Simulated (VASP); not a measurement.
Wanted: the native input for a VASP 6.6.1 run.

| Property | Result |
| --- | --- |
| Task | single point |
| Functional | r2SCAN |
| Potentials or basis | VASP PAW PBE potentials, release 64 (Sb) |
| Cutoff | 520 eV |
| k mesh | 10 × 10 × 10 |
| Occupations | fermi-dirac, width 0.05 eV |
| Spin | no spin polarisation |
| Dipole correction | no |
| Further INCAR settings | ALGO = Normal; EDIFF = 1e-07; NBANDS = 8 |

Sb:

```xyz
1
Lattice="0.0000 2.4177 2.4177 2.4177 0.0000 2.4177 2.4177 2.4177 0.0000" Properties=species:S:1:pos:R:3 pbc="T T T"
Sb    0.0000    0.0000    0.0000
```

One way to write it, as run:

POSCAR

```
Sb
1.0
    0.0000000000      2.4177492801      2.4177492801
    2.4177492801      0.0000000000      2.4177492801
    2.4177492801      2.4177492801      0.0000000000
Sb
1
Direct
    0.0000000000      0.0000000000      0.0000000000
```

INCAR.step1

```
SYSTEM = Sb
PREC     = Accurate       ! precision mode
ENCUT    = 520            ! plane-wave cutoff, eV
ISMEAR   = -1             ! smearing method
SIGMA    = 0.05           ! smearing width, eV
LREAL    = .False.        ! projectors in reciprocal space
LASPH    = .True.         ! aspherical terms in the spheres
NELM     = 100            ! most SCF steps
NBANDS   = 8              ! bands
GGA      = PE             ! functional
ALGO     = Normal         ! electronic algorithm
EDIFF    = 1E-4           ! SCF threshold, eV
LWAVE    = .True.         ! write WAVECAR
LCHARG   = .False.        ! write CHGCAR
```

INCAR.step2

```
SYSTEM = Sb
PREC     = Accurate       ! precision mode
ENCUT    = 520            ! plane-wave cutoff, eV
EDIFF    = 1E-7           ! SCF threshold, eV
ISMEAR   = -1             ! smearing method
SIGMA    = 0.05           ! smearing width, eV
LREAL    = .False.        ! projectors in reciprocal space
LASPH    = .True.         ! aspherical terms in the spheres
NELM     = 100            ! most SCF steps
ALGO     = Normal         ! electronic algorithm
ISIF     = 2              ! what is computed and relaxed
LWAVE    = .False.        ! write WAVECAR
LCHARG   = .False.        ! write CHGCAR
METAGGA  = R2SCAN         ! meta-GGA
LMIXTAU  = .True.       
NBANDS   = 8              ! bands
ISTART   = 1
```

KPOINTS

```
regular mesh
0
Gamma
  10 10 10
  0 0 0
```

Potentials or basis: VASP PAW PBE potentials, release 64 (Sb).

The run is started by

```sh
$ cat potpaw_PBE.64/Sb/POTCAR > POTCAR
$ cp INCAR.step1 INCAR
$ mpirun -np 1 vasp_std > vasp.out
$ cp INCAR.step2 INCAR
$ mpirun -np 1 vasp_std > vasp.out
```

It gave:

- Pressure: -2.3 GPa

Caveat: the PAW data sets were made with another functional, which shifts forces and pressure a little.

It took 90 s on 1 thread of Intel Xeon 8259CL, with other jobs on the host, peak memory 0.16 GiB.
